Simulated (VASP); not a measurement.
# Cu2S3 (R-3m) in VASP: density of states with PBE

Aim: the density of states of Cu2S3 with PBE.

Program: VASP 6.6.1. These are calculated values, not measurements. Logs are shortened: lines on timing, memory, paths and dates and some standing lists are left out, and cuts for length are marked.

### Step 1. The cell of the first run

Symmetry: R-3m, No. 166, trigonal system. The conventional cell has a = 3.527 Å, b = 3.527 Å, c = 24.378 Å, α = 90.00°, β = 90.00°, γ = 120.00°. Cu (site symmetry 3m) has 6 S at 2.43 to 2.62 Å within 3.2 Å. Within 3.5 Å of S (site symmetry -3m) lie 6 Cu at 2.62 Å. S (site symmetry 3m) has 3 Cu at 2.43 Å and 3 S at 2.99 Å within 3.2 Å.

### Step 2. Density of states, PBE

The input, POSCAR:

```
Cu2S3
1.0
    1.7634667900      3.0544106700      0.0000000000
   -1.7634667900      3.0544106700      0.0000000000
    0.0000000000     -2.0362741100      8.1259326700
Cu S
2 3
Direct
    0.4008000000      0.4008000000      0.2024000000
    0.5992000000      0.5992000000      0.7976000000
    0.0000000000      0.0000000000      0.0000000000
    0.2117000000      0.2117000000      0.6351000000
    0.7883000000      0.7883000000      0.3649000000
```

The input, INCAR.step1:

```
SYSTEM = Cu2S3
ALGO = Normal
EDIFF = 1E-6
ENCUT = 520
GGA = PE
ISIF = 2
ISMEAR = -1
LASPH = .True.
LCHARG = .True.
LMAXMIX = 4
LREAL = .False.
LWAVE = .False.
NBANDS = 28
NELM = 100
PREC = Accurate
SIGMA = 0.0204
```

The input, KPOINTS.step1:

```
k-points
0
Gamma
  10 10 10
  0 0 0
```

The input, INCAR.step2:

```
SYSTEM = Cu2S3
ALGO = Normal
EDIFF = 1E-6
ENCUT = 520
GGA = PE
ICHARG = 11
ISIF = 2
ISMEAR = -5
LASPH = .True.
LCHARG = .False.
LMAXMIX = 4
LORBIT = 11
LREAL = .False.
LWAVE = .False.
NBANDS = 28
NEDOS = 1001
NELM = 100
PREC = Accurate
SIGMA = 0.0204
```

The input, KPOINTS.step2:

```
k-points
0
Gamma
  15 15 15
  0 0 0
```

Potentials or basis: VASP PAW PBE potentials, release 64 (Cu, S).

Started as:

```console
cat potpaw_PBE.64/Cu/POTCAR potpaw_PBE.64/S/POTCAR > POTCAR
cp INCAR.step1 INCAR
cp KPOINTS.step1 KPOINTS
mpirun -np 1 vasp_std > vasp.out
cp INCAR.step2 INCAR
cp KPOINTS.step2 KPOINTS
mpirun -np 1 vasp_std > vasp.out
```

OUTCAR:

```text
SYSTEM = Cu2S3
   EDIFF = 1E-6
   ENCUT = 520
   GGA = PE
   ICHARG = 11
   ISIF = 2
   ISMEAR = -5
   LASPH = .True.
   LORBIT = 11
   LREAL = .False.
   NELM = 100
   PREC = Accurate

 ion  position               nearest neighbor table
   1  0.401  0.401  0.202-   5 2.43   5 2.43   5 2.43   3 2.62   3 2.62   3 2.62
   2  0.599  0.599  0.798-   4 2.43   4 2.43   4 2.43   3 2.62   3 2.62   3 2.62
   3  0.000  0.000  0.000-   1 2.62   2 2.62   2 2.62   2 2.62   1 2.62   1 2.62
   4  0.212  0.212  0.635-   2 2.43   2 2.43   2 2.43
   5  0.788  0.788  0.365-   1 2.43   1 2.43   1 2.43

  LATTYP: Found a trigonal (rhomboedric) cell.
 ALAT       =     8.3771832337
 COS(alpha) =     0.9113724923

  Lattice vectors:

 A1 = (   1.7634667900,   1.0181365600,   8.1259326700)
 A2 = (  -1.7634667900,   1.0181365600,   8.1259326700)
 A3 = (   0.0000000000,  -2.0362741100,   8.1259326700)

Analysis of symmetry for initial positions (statically):
=====================================================================
 Subroutine PRICEL returns:
 Original cell was already a primitive cell.

 Routine SETGRP: Setting up the symmetry group for a
 trigonal (rhombohedral) supercell.

 Subroutine GETGRP returns: Found 12 space group operations
 (whereof 12 operations were pure point group operations)
 out of a pool of 12 trial point group operations.

The static configuration has the point symmetry D_3d.

Analysis of symmetry for dynamics (positions and initial velocities):
=====================================================================
 Subroutine PRICEL returns:
 Original cell was already a primitive cell.

 Routine SETGRP: Setting up the symmetry group for a
 trigonal (rhombohedral) supercell.

 Subroutine GETGRP returns: Found 12 space group operations
 (whereof 12 operations were pure point group operations)
 out of a pool of 12 trial point group operations.

The dynamic configuration has the point symmetry D_3d.

 Subroutine INISYM returns: Found 12 space group operations
 (whereof 12 operations are pure point group operations),
 and found     1 'primitive' translations

----------------------------------------------------------------------------------------

                                     Primitive cell

  volume of cell :      87.5383

  direct lattice vectors                    reciprocal lattice vectors
     1.763466790  3.054410670  0.000000000     0.283532416  0.163697699  0.041020939
[... 105 lines left out ...]
   NELECT =      40.0000    total number of electrons
   NUPDOWN=      -1.0000    fix difference up-down
   EMIN   =  10.00;   EMAX   =-10.00  energy-range for DOS
   EFERMI =   0.00;   METHOD = LEGACY
   ISMEAR =    -5;   SIGMA  =   0.02  broadening in eV -4-tet -1-fermi 0-gaus
   EFERMI_NEDOS =   21; number of points for ismear=-14 and -15
   IALGO  =     38    algorithm
   IMIX   =      4    mixing-type and parameters
     AMIX     =   0.40;   BMIX     =  1.00
     AMIX_MAG =   1.60;   BMIX_MAG =  1.00
  volume/ion in A,a.u.               =      17.51       118.15
  Fermi-wavevector in a.u.,A,eV,Ry     =   1.260943  2.382837 21.632960  1.589978
  Thomas-Fermi vector in A             =   2.394427
   LORBIT       =     11    0 simple, 1 ext, 2 COOP (PROOUT), +10 PAW based schemes
   GGA     = PE    functional components
   LHFCALC =     F    Hartree Fock is set to
   AEXX    =    0.0000 exact exchange contribution
   IVDW    =     0    specifies the selected vdW correction
   LEPSILON=     F    determine dielectric tensor
   LRPA    =     F    only Hartree local field effects (RPA)
 non-spin polarized calculation
 Fermi weights with tetrahedron method with Bloechl corrections
  energy-cutoff  :      520.00
  volume of cell :       87.54
 maximum number of plane-waves:      2397

 number of electron      39.9999980 magnetization

 Free energy of the ion-electron system (eV)
  ---------------------------------------------------
  ext. energy  EPLUGINS =         0.00000000
  ---------------------------------------------------
  free energy    TOTEN  =       -18.97720674 eV

  energy without entropy =      -18.97720674  energy(sigma->0) =      -18.97720674

 E-fermi :   4.7672     XC(G=0): -10.4710

 val. band max:        4.8656797238   @ k =   0.0000   0.0000   0.2000
 cond. band min:       4.7142013877   @ k =   0.1333   0.1333   0.2000
 fundamental gap:     -0.1514783361
 Fermi energy:         4.7671622024

 k-point     1 :       0.0000    0.0000    0.0000
  band No.  band energies     occupation
      1      -9.1215      2.00000
      2      -7.9576      2.00000
      3      -7.5390      2.00000
      4       0.0658      2.00000
      5       0.2817      2.00000
      6       1.2284      2.00000
[... 733 lines left out ...]
     27      12.5370      0.00000
     28      13.1756      0.00000

 [... further k-points ...]

------------------------ aborting loop because EDIFF is reached ----------------------------------------

  FORCE on cell =-STRESS in cart. coord.  units (eV):
  Direction    XX          YY          ZZ          XY          YZ          ZX
  --------------------------------------------------------------------------------------
  -------------------------------------------------------------------------------------
  Total       -4.6432227     -4.6432123     -7.6820161      0.0000000      0.0000003      0.0000000
  in kB      -84.9830209    -84.9828313   -140.6008247      0.0000000      0.0000057      0.0000000
  external PRESSURE =    -103.5222256 kB  Pullay stress =       0.0000000 kB

 VOLUME and BASIS-vectors are now :
 -----------------------------------------------------------------------------
  energy-cutoff  :      520.00
  volume of cell :       87.54
      direct lattice vectors                 reciprocal lattice vectors
     1.763466790  3.054410670  0.000000000     0.283532416  0.163697699  0.041020939
    -1.763466790  3.054410670  0.000000000    -0.283532416  0.163697699  0.041020939
     0.000000000 -2.036274110  8.125932670     0.000000000  0.000000000  0.123062797

 POSITION                                       TOTAL-FORCE (eV/Angst)
 -----------------------------------------------------------------------------------
      0.00000      2.03627      1.64469         0.000000     -0.000000      0.130903
      0.00000      2.03627      6.48124         0.000000      0.000000     -0.130903
      0.00000      0.00000      0.00000         0.000000     -0.000000      0.000000
      0.00000     -0.00000      5.16078         0.000000     -0.000000      0.690397
      0.00000      4.07255      2.96515         0.000000      0.000000     -0.690397
 -----------------------------------------------------------------------------------
    total drift:                               -0.000000      0.000000      0.000000

  FREE ENERGIE OF THE ION-ELECTRON SYSTEM (eV)
  ---------------------------------------------------
  free  energy   TOTEN  =       -18.9772067444 eV

  energy  without entropy=      -18.9772067444  energy(sigma->0) =      -18.97720674

 total charge

# of ion       s       p       d       tot
------------------------------------------
    1        0.355   0.305   9.107   9.766
    2        0.355   0.305   9.107   9.766
    3        1.369   2.217   0.000   3.586
    4        1.386   2.176   0.000   3.562
    5        1.386   2.176   0.000   3.562
--------------------------------------------------
tot          4.851   7.178  18.213  30.242
```

OUTCAR.step1:

```text
SYSTEM = Cu2S3
   EDIFF = 1E-6
   ENCUT = 520
   GGA = PE
   ISIF = 2
[... 978 lines left out ...]
      0.00000      2.03627      6.48124         0.000000      0.000000     -0.123037
      0.00000      0.00000      0.00000         0.000000     -0.000000      0.000000
      0.00000     -0.00000      5.16078         0.000000     -0.000000      0.648858
      0.00000      4.07255      2.96515         0.000000      0.000000     -0.648858
 -----------------------------------------------------------------------------------
    total drift:                               -0.000000      0.000000      0.000000

  FREE ENERGIE OF THE ION-ELECTRON SYSTEM (eV)
  ---------------------------------------------------
  free  energy   TOTEN  =       -18.9927485805 eV

  energy  without entropy=      -18.9873230486  energy(sigma->0) =      -18.99003581
```

It took 10 min on 1 thread of Intel Xeon Platinum 8488C (Sapphire Rapids), shared host; peak memory 0.73 GiB.

What came out:

```
Valence electrons inside the program's atomic spheres : Cu 9.77; S 3.59, 3.56
```

Caveat: tetrahedron occupations give inexact forces and stress in metals.
